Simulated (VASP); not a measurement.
A run of VASP 6.6.1:

File INCAR:

```
  ALGO = Normal
  EDIFF = 1E-6
  ENCUT = 500
  GGA_COMPAT = F
  ISIF = 2
  ISMEAR = -1
  LASPH = T
  LCHARG = T
  LELF = T
  LREAL = F
  LVHAR = T
  LWAVE = F
  NBANDS = 20
  NELM = 120
  PREC = Accurate
  SIGMA = 0.0272
```

KPOINTS

```
k-points
0
Gamma
  8 8 8
```

POSCAR

```
NbRu
1.0
    3.1840000000      0.0000000000      0.0000000000
    0.0000000000      3.1840000000      0.0000000000
    0.0000000000      0.0000000000      3.1840000000
Nb Ru
1 1
Direct
    0.0000000000      0.0000000000      0.0000000000
    0.5000000000      0.5000000000      0.5000000000
```

Potentials or basis: VASP PAW LDA potentials, release 64 (Nb_sv, Ru_pv).

Launch:

```console
$ cat potpaw_LDA.64/Nb_sv/POTCAR potpaw_LDA.64/Ru_pv/POTCAR > POTCAR
$ mpirun -np 1 vasp_std > vasp.out
```

Hardware: 1 thread of Intel(R) Xeon(R) Platinum 8259CL CPU @ 2.50GHz (Skylake/Cascade Lake), with other jobs on the host.

Task: Estimate the wall time of this run.

Result: It took 14 s on 1 thread of Intel(R) Xeon(R) Platinum 8259CL CPU @ 2.50GHz (Skylake/Cascade Lake) (shared host), peak memory 0.14 GiB. Counts: scf iterations 13, k points 35.
